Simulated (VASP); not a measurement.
# CdTe (F-43m) in VASP: further runs

The runs below take CdTe through single point, with PBEsol.

Program: VASP 6.6.1. These are calculated values, not measurements. Logs are shortened: lines on timing, memory, paths and dates and some standing lists are left out, and cuts for length are marked.

### 1 The cell of the first run

Symmetry: F-43m, No. 216, cubic system. Conventional cell: a = 6.476 Å, b = 6.476 Å, c = 6.476 Å, α = 90.00°, β = 90.00°, γ = 90.00°. Cd (site symmetry -43m) has 4 Te at 2.80 Å within 3.7 Å. Te (site symmetry -43m) has 4 Cd at 2.80 Å within 3.7 Å.

### 2 Single point, PBEsol

Contents of INCAR:

```
ALGO = Normal
EDIFF = 1E-6
ENCUT = 520
GGA = PS
ISIF = 2
ISMEAR = 0
LASPH = T
LCHARG = F
LREAL = F
LWAVE = F
NBANDS = 16
NELM = 80
PREC = Accurate
SIGMA = 0.05
```

Contents of KPOINTS:

```
k-points
0
Gamma
  10 10 10
```

Contents of POSCAR:

```
CdTe
1.0
    0.0000000000      3.2381444044      3.2381444044
    3.2381444044      0.0000000000      3.2381444044
    3.2381444044      3.2381444044      0.0000000000
Cd Te
1 1
Direct
    0.0000000000      0.0000000000      0.0000000000
    0.2500000000      0.2500000000      0.2500000000
```

Potentials or basis: VASP PAW PBE potentials, release 64 (Cd, Te).

Started as:

```
$ cat potpaw_PBE.64/Cd/POTCAR potpaw_PBE.64/Te/POTCAR > POTCAR
$ mpirun -np 1 vasp_std > vasp.out
```

OUTCAR:

```text
EDIFF = 1E-6
   ENCUT = 520
   GGA = PS
   ISIF = 2
   ISMEAR = 0
   LASPH = T
   LREAL = F
   NELM = 80
   PREC = Accurate

 ion  position               nearest neighbor table
   1  0.000  0.000  0.000-   2 2.80   2 2.80   2 2.80   2 2.80
   2  0.250  0.250  0.250-   1 2.80   1 2.80   1 2.80   1 2.80

  LATTYP: Found a face centered cubic cell.
 ALAT       =     6.4762888088

  Lattice vectors:

 A1 = (   0.0000000000,   3.2381444044,   3.2381444044)
 A2 = (   3.2381444044,   0.0000000000,   3.2381444044)
 A3 = (   3.2381444044,   3.2381444044,   0.0000000000)

Analysis of symmetry for initial positions (statically):
=====================================================================
 Subroutine PRICEL returns:
 Original cell was already a primitive cell.

 Routine SETGRP: Setting up the symmetry group for a
 face centered cubic supercell.

 Subroutine GETGRP returns: Found 24 space group operations
 (whereof 24 operations were pure point group operations)
 out of a pool of 48 trial point group operations.

The static configuration has the point symmetry T_d .

Analysis of symmetry for dynamics (positions and initial velocities):
=====================================================================
 Subroutine PRICEL returns:
 Original cell was already a primitive cell.

 Routine SETGRP: Setting up the symmetry group for a
 face centered cubic supercell.

 Subroutine GETGRP returns: Found 24 space group operations
 (whereof 24 operations were pure point group operations)
 out of a pool of 48 trial point group operations.

The dynamic configuration has the point symmetry T_d .

 Subroutine INISYM returns: Found 24 space group operations
 (whereof 24 operations are pure point group operations),
 and found     1 'primitive' translations

----------------------------------------------------------------------------------------

                                     Primitive cell

  volume of cell :      67.9076

  direct lattice vectors                    reciprocal lattice vectors
     0.000000000  3.238144404  3.238144404    -0.154409420  0.154409420  0.154409420
     3.238144404  0.000000000  3.238144404     0.154409420 -0.154409420  0.154409420
     3.238144404  3.238144404  0.000000000     0.154409420  0.154409420 -0.154409420

  length of vectors
     4.579427734  4.579427734  4.579427734     0.267444961  0.267444961  0.267444961

  position of ions in fractional coordinates (direct lattice)
     0.000000000  0.000000000  0.000000000
     0.250000000  0.250000000  0.250000000

  ion indices of the primitive-cell ions
   primitive index   ion index
                 1           1
                 2           2

----------------------------------------------------------------------------------------

 KPOINTS: k-points

Automatic generation of k-mesh.
 Grid dimensions read from file:
 generate k-points for:   10   10   10

 Generating k-lattice:

  Cartesian coordinates                     Fractional coordinates (reciprocal lattice)
    -0.015440942  0.015440942  0.015440942     0.100000000  0.000000000  0.000000000
     0.015440942 -0.015440942  0.015440942     0.000000000  0.100000000  0.000000000
     0.015440942  0.015440942 -0.015440942     0.000000000  0.000000000  0.100000000

  Length of vectors
     0.026744496  0.026744496  0.026744496

  Shift w.r.t. Gamma in fractional coordinates (k-lattice)
     0.000000000  0.000000000  0.000000000

 Subroutine IBZKPT returns following result:
 ===========================================

 Found     47 irreducible k-points:

 Following reciprocal coordinates:
            Coordinates               Weight
  0.000000  0.000000  0.000000      1.000000
  0.100000  0.000000  0.000000      8.000000
  0.200000  0.000000  0.000000      8.000000
  0.300000  0.000000  0.000000      8.000000
  0.400000  0.000000  0.000000      8.000000
  0.500000  0.000000  0.000000      4.000000
[... 16 lines left out ...]
  0.300000  0.300000  0.000000      6.000000
  0.400000  0.300000  0.000000     24.000000
 [... further k-points ...]
   k-points           NKPTS =     47   k-points in BZ     NKDIM =     47   number of bands    NBANDS=     16
   number of dos      NEDOS =    301   number of ions     NIONS =      2
   total plane-waves  NPLWV =  46656
   dimension x,y,z NGX =    36 NGY =   36 NGZ =   36
   dimension x,y,z NGXF=    72 NGYF=   72 NGZF=   72
   ions per type =               1   1
   NGX,Y,Z   is equivalent  to a cutoff of  13.07, 13.07, 13.07 a.u.
   NGXF,Y,Z  is equivalent  to a cutoff of  26.14, 26.14, 26.14 a.u.
 SYSTEM =  unknown system
   PREC   = accura    normal or accurate (medium, high low for compatibility)
   ISTART =      0    job   : 0-new  1-cont  2-samecut
   ICHARG =      2    charge: 1-file 2-atom 10-const
   ISPIN  =      1    spin polarized calculation?
   LNONCOLLINEAR =      F non collinear calculations
   LSORBIT =      F    spin-orbit coupling
   LASPH  =      T    aspherical Exc in radial PAW
   ENCUT  =  520.0 eV  38.22 Ry    6.18 a.u.   8.51  8.51  8.51*2*pi/ulx,y,z
   NELM   =     80;   NELMIN=  2; NELMDL= -5     # of ELM steps
   EDIFF  = 0.1E-05   stopping-criterion for ELM
   LREAL  =      F    real-space projection
   EDIFFG = 0.1E-04   stopping-criterion for IOM
   NSW    =      0    number of steps for IOM
   IBRION =     -1    ionic relax: 0-MD 1-quasi-New 2-CG
   NFREE  =      0    steps in history (QN), initial steepest desc. (CG)
   ISIF   =      2    stress and relaxation
   ISYM   =      2    0-nonsym 1-usesym 2-fastsym
   POTIM  = 0.5000    time-step for ionic-motion
   TEBEG  =    0.0;   TEEND  =   0.0 temperature during run
   PSTRESS=    0.0 pullay stress
   NELECT =      18.0000    total number of electrons
   NUPDOWN=      -1.0000    fix difference up-down
   EMIN   =  10.00;   EMAX   =-10.00  energy-range for DOS
   EFERMI =   0.00;   METHOD = LEGACY
   ISMEAR =     0;   SIGMA  =   0.05  broadening in eV -4-tet -1-fermi 0-gaus
   EFERMI_NEDOS =   21; number of points for ismear=-14 and -15
   IALGO  =     38    algorithm
   IMIX   =      4    mixing-type and parameters
     AMIX     =   0.40;   BMIX     =  1.00
     AMIX_MAG =   1.60;   BMIX_MAG =  1.00
  volume/ion in A,a.u.               =      33.95       229.13
  Fermi-wavevector in a.u.,A,eV,Ry     =   1.051621  1.987276 15.046789  1.105908
  Thomas-Fermi vector in A             =   2.186672
   LORBIT       =      0    0 simple, 1 ext, 2 COOP (PROOUT), +10 PAW based schemes
   GGA     = PS    functional components
   LHFCALC =     F    Hartree Fock is set to
   AEXX    =    0.0000 exact exchange contribution
   IVDW    =     0    specifies the selected vdW correction
   LEPSILON=     F    determine dielectric tensor
   LRPA    =     F    only Hartree local field effects (RPA)
 non-spin polarized calculation
 Gauss-broadening in eV      SIGMA  =   0.05
  energy-cutoff  :      520.00
  volume of cell :       67.91
 maximum number of plane-waves:      1850
 NGX is ok and might be reduce to    36
   NGX = 17   NGY = 17   NGZ = 17

 number of electron      17.9999996 magnetization

 Free energy of the ion-electron system (eV)
  ---------------------------------------------------
  ext. energy  EPLUGINS =         0.00000000
  ---------------------------------------------------
  free energy    TOTEN  =        -5.48960083 eV

  energy without entropy =       -5.48960083  energy(sigma->0) =       -5.48960083

 E-fermi :   2.4430     XC(G=0):  -8.7914

 val. band max:        2.2300639427   @ k =   0.0000   0.0000   0.0000
 cond. band min:       2.8992194976   @ k =   0.0000   0.0000   0.0000
 fundamental gap:      0.6691555549
 Fermi energy:         2.4430086495

 k-point     1 :       0.0000    0.0000    0.0000
  band No.  band energies     occupation
      1      -8.9951      2.00000
      2      -6.0320      2.00000
      3      -6.0320      2.00000
      4      -6.0320      2.00000
      5      -5.7652      2.00000
      6      -5.7652      2.00000
[... 8 lines left out ...]
     15      11.5794      0.00000
     16      11.5794      0.00000

 k-point     2 :       0.1000    0.0000    0.0000
  band No.  band energies     occupation
      1      -8.9562      2.00000
      2      -6.0245      2.00000
      3      -6.0245      2.00000
      4      -6.0038      2.00000
      5      -5.7659      2.00000
      6      -5.7659      2.00000
[... 8 lines left out ...]
     15      10.9744      0.00000
     16      10.9744      0.00000

 k-point     3 :       0.2000    0.0000    0.0000
  band No.  band energies     occupation
      1      -8.8536      2.00000
      2      -6.0060      2.00000
      3      -6.0060      2.00000
      4      -5.9109      2.00000
      5      -5.7664      2.00000
      6      -5.7664      2.00000
[... 8 lines left out ...]
     15      10.5838      0.00000
     16      10.5838      0.00000

 k-point     4 :       0.3000    0.0000    0.0000
  band No.  band energies     occupation
      1      -8.7266      2.00000
      2      -5.9857      2.00000
      3      -5.9857      2.00000
      4      -5.7640      2.00000
      5      -5.7640      2.00000
      6      -5.7416      2.00000
[... 8 lines left out ...]
     15      10.8332      0.00000
     16      10.8332      0.00000
[... 324 lines left out ...]
 k-point    22 :      -0.2000    0.2000    0.0000
  band No.  band energies     occupation
      1      -8.6841      2.00000
      2      -5.9756      2.00000
      3      -5.9637      2.00000
      4      -5.7807      2.00000
      5      -5.7760      2.00000
      6      -5.6742      2.00000
[... 8 lines left out ...]
     15      11.7204      0.00000
     16      12.3927      0.00000

 k-point    23 :       0.3000    0.3000    0.0000
  band No.  band energies     occupation
      1      -8.6407      2.00000
      2      -5.9268      2.00000
      3      -5.9268      2.00000
      4      -5.8599      2.00000
      5      -5.7447      2.00000
      6      -5.6575      2.00000
[... 8 lines left out ...]
     15      12.3304      0.00000
     16      13.6213      0.00000

 k-point    24 :       0.4000    0.3000    0.0000
  band No.  band energies     occupation
      1      -8.5623      2.00000
      2      -5.9154      2.00000
      3      -5.9059      2.00000
      4      -5.8466      2.00000
      5      -5.7419      2.00000
      6      -5.5143      2.00000
[... 8 lines left out ...]
     15      12.7364      0.00000
     16      13.8265      0.00000

 [... further k-points ...]

------------------------ aborting loop because EDIFF is reached ----------------------------------------

  FORCE on cell =-STRESS in cart. coord.  units (eV):
  Direction    XX          YY          ZZ          XY          YZ          ZX
  --------------------------------------------------------------------------------------
  -------------------------------------------------------------------------------------
  Total        0.1763853      0.1763853      0.1763853     -0.0000000     -0.0000000      0.0000000
  in kB        4.1615434      4.1615434      4.1615434     -0.0000000     -0.0000000      0.0000000
  external PRESSURE =       4.1615434 kB  Pullay stress =       0.0000000 kB

 VOLUME and BASIS-vectors are now :
 -----------------------------------------------------------------------------
  energy-cutoff  :      520.00
  volume of cell :       67.91
      direct lattice vectors                 reciprocal lattice vectors
     0.000000000  3.238144404  3.238144404    -0.154409420  0.154409420  0.154409420
     3.238144404  0.000000000  3.238144404     0.154409420 -0.154409420  0.154409420
     3.238144404  3.238144404  0.000000000     0.154409420  0.154409420 -0.154409420

 POSITION                                       TOTAL-FORCE (eV/Angst)
 -----------------------------------------------------------------------------------
      0.00000      0.00000      0.00000         0.000000      0.000000     -0.000000
      1.61907      1.61907      1.61907        -0.000000     -0.000000      0.000000
 -----------------------------------------------------------------------------------
    total drift:                               -0.000000     -0.000000     -0.000000

  FREE ENERGIE OF THE ION-ELECTRON SYSTEM (eV)
  ---------------------------------------------------
  free  energy   TOTEN  =        -5.4896008280 eV

  energy  without entropy=       -5.4896008280  energy(sigma->0) =       -5.48960083
```

Run time: 27 s. Hardware: 1 thread of Intel Xeon Platinum 8559C (Emerald Rapids), shared host; peak memory 0.23 GiB.

What came out:

```yaml
Free_energy: -5.4896 eV
Pressure: 0.4 GPa
Band_gap_on_the_k_mesh: 0.67 eV, direct
```

Caveat: the PAW data sets were made with another functional, which shifts forces and pressure a little; spin-orbit coupling is left out, which moves the levels of the heavy elements.

### 3 Single point, PBEsol

This run uses another cell than the first one, of 34.09 Å³/atom, 1.004 times its volume.

Contents of INCAR:

```
SYSTEM = CdTe
PREC = Accurate
ENCUT = 520
EDIFF = 1E-7
ISMEAR = 0
SIGMA = 0.05
LREAL = .FALSE.
LASPH = .TRUE.
NELM = 60
ALGO = Normal
ISIF = 2
LWAVE = .FALSE.
LCHARG = .FALSE.
GGA = PS
NBANDS = 16
```

Contents of KPOINTS:

```
regular mesh
0
G
  10 10 10
  0 0 0
```

Contents of POSCAR:

```
CdTe
1.0
    0.0000000000      3.2424561863      3.2424561863
    3.2424561863      0.0000000000      3.2424561863
    3.2424561863      3.2424561863      0.0000000000
Cd Te
1 1
Direct
    0.0000000000      0.0000000000      0.0000000000
    0.2500000000      0.2500000000      0.2500000000
```

Potentials or basis: VASP PAW PBE potentials, release 64 (Cd, Te).

Started as:

```
$ cat potpaw_PBE.64/Cd/POTCAR potpaw_PBE.64/Te/POTCAR > POTCAR
$ mpirun -np 1 vasp_std > vasp.out
```

It took 26 s on 1 thread of Intel Xeon Platinum 8559C (Emerald Rapids), shared host; peak memory 0.23 GiB.

The run converged. Its results:

* Free energy: -5.4902 eV
* Pressure: 0.2 GPa
* Band gap on the k mesh: 0.66 eV, direct

Levels at points of the mesh, in eV from the valence-band top:
```csv
k point,band 6,band 7,band 8,band 9,band 10,band 11,band 12,band 13
"(0.00, 0.00, 0.00)",-7.98,0.00,0.00,0.00,0.66,4.55,4.55,4.55
"(0.50, 0.00, 0.00)",-7.64,-4.46,-0.78,-0.78,1.73,5.13,5.13,6.93
"(0.50, 0.50, 0.00)",-7.51,-4.34,-1.88,-1.88,2.49,2.60,8.71,9.06
```

Caveat: the PAW data sets were made with another functional, which shifts forces and pressure a little; spin-orbit coupling is left out, which moves the levels of the heavy elements.

### 4 Single point, PBEsol

This run uses another cell than the first one, of 34.16 Å³/atom, 1.006 times its volume.

Contents of INCAR:

```
SYSTEM = CdTe
PREC = Accurate ; ENCUT = 520
EDIFF = 1E-6 ; ISMEAR = 0
SIGMA = 0.05 ; LREAL = .FALSE.
LASPH = .TRUE. ; NELM = 100
ALGO = Normal ; ISIF = 2
LWAVE = .FALSE. ; LCHARG = .TRUE.
GGA = PS ; LELF = .TRUE.
LVHAR = .TRUE. ; NBANDS = 16
```

Contents of KPOINTS:

```
Automatic mesh
0
G
  10 10 10
  0 0 0
```

Contents of POSCAR:

```
CdTe
1.0
    0.0000000000      3.2445925398      3.2445925398
    3.2445925398      0.0000000000      3.2445925398
    3.2445925398      3.2445925398      0.0000000000
Cd Te
1 1
Direct
    0.0000000000      0.0000000000      0.0000000000
    0.2500000000      0.2500000000      0.2500000000
```

Started as:

```
$ cat potpaw_PBE.64/Cd/POTCAR potpaw_PBE.64/Te/POTCAR > POTCAR
$ mpirun -np 1 vasp_std > vasp.out
```

Run time: 32 s. Hardware: 1 thread of Intel Xeon Platinum 8559C (Emerald Rapids), shared host; peak memory 0.23 GiB.

Results (log left out):

```
Free energy            : -5.4903 eV
Pressure               : 0.2 GPa
Band gap on the k mesh : 0.65 eV, direct
```

Levels at points of the mesh, in eV from the valence-band top:
```csv
k point,band 5,band 6,band 7,band 8,band 9,band 10,band 11,band 12,band 13,band 14
"(0.00, 0.00, 0.00)",-7.98,-7.98,0.00,0.00,0.00,0.65,4.55,4.55,4.55,7.29
"(0.50, 0.00, 0.00)",-7.97,-7.64,-4.45,-0.78,-0.78,1.73,5.13,5.13,6.93,8.51
"(0.50, 0.50, 0.00)",-7.95,-7.50,-4.33,-1.87,-1.87,2.50,2.60,8.70,9.05,9.05
```

Caveat: the PAW data sets were made with another functional, which shifts forces and pressure a little; spin-orbit coupling is left out, which moves the levels of the heavy elements. A hybrid or GW would open this gap; PBEsol tends to underestimate it.

### 5 The runs side by side

| cell | gap on the mesh (eV) | pressure (GPa) |
| --- | --- | --- |
| a = 4.579 Å, angles 60.0°, 2 atoms | 0.67 | 0.4 |
| a = 4.586 Å, angles 60.0°, 2 atoms | 0.66 | 0.2 |
| a = 4.589 Å, angles 60.0°, 2 atoms | 0.65 | 0.2 |

Alike in all rows: task single point; level PBEsol; potentials or basis VASP PAW PBE potentials, release 64 (Cd, Te); no spin polarisation; k mesh 10 × 10 × 10; cutoff (eV) 520; smearing gaussian 0.05 eV.

Caveats: the PAW data sets were made with another functional, which shifts forces and pressure a little; spin-orbit coupling is left out, which moves the levels of the heavy elements.

Total energies depend on the potentials used, so only differences within one code and one set of settings carry meaning.
